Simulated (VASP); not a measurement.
Wanted: the native input for a VASP 6.6.1 run.

```
Task                   : single point
Functional             : PBE
Potentials or basis    : VASP PAW PBE potentials, release 64 (Na_pv, Te)
Cutoff                 : 520 eV
k mesh                 : 6 × 4 × 4
Occupations            : gaussian, width 0.2 eV
Spin                   : no spin polarisation
Dipole correction      : no
Further INCAR settings : ALGO = Fast; EDIFF = 1e-06; NBANDS = 28
```

The structure of NaTe2 lies in POSCAR:

```
NaTe2
1.0
   -0.0072281651      4.5827095507     -0.0354144258
   -0.0011542926     -0.0406974494      5.0009653870
    8.8118166583     -0.0151660810     -0.0023055846
Na Te
2 4
Direct
    0.5005887876     -0.0008204814      0.2496838282
    0.5029895151     -0.0008664686      0.7495650410
   -0.0016108215      0.5014390637      0.2498456972
    0.0001607336      0.5005957520      0.7507187710
    0.4995306274      0.4988063405      0.4999209276
    0.4983411579      0.5008457939      0.0002657350
```

One way to write it, as run:

INCAR

```
SYSTEM = NaTe2
ALGO = Fast
EDIFF = 1E-6
ENCUT = 520
GGA = PE
ISIF = 2
ISMEAR = 0
LASPH = .True.
LCHARG = .False.
LREAL = .False.
LWAVE = .False.
NBANDS = 28
NELM = 80
PREC = Accurate
SIGMA = 0.2
```

KPOINTS

```
k-points
0
Gamma
  6 4 4
  0 0 0
```

Potentials or basis: VASP PAW PBE potentials, release 64 (Na_pv, Te).

Run with:

```sh
$ cat potpaw_PBE.64/Na_pv/POTCAR potpaw_PBE.64/Te/POTCAR > POTCAR
$ mpirun -np 1 vasp_std > vasp.out
```

Results of the run:

```yaml
Pressure: 0.0 GPa
Largest_force: 0.023 eV/Å
Band_gap_on_the_k_mesh: zero (bands 19 and 20 overlap by 2.93 eV)
```

Caveat: spin-orbit coupling is left out, which moves the levels of the heavy elements.

It took 9.3 min on 1 thread of Oxide Virtual Turin-like Processor, with other jobs on the host, peak memory 0.41 GiB.
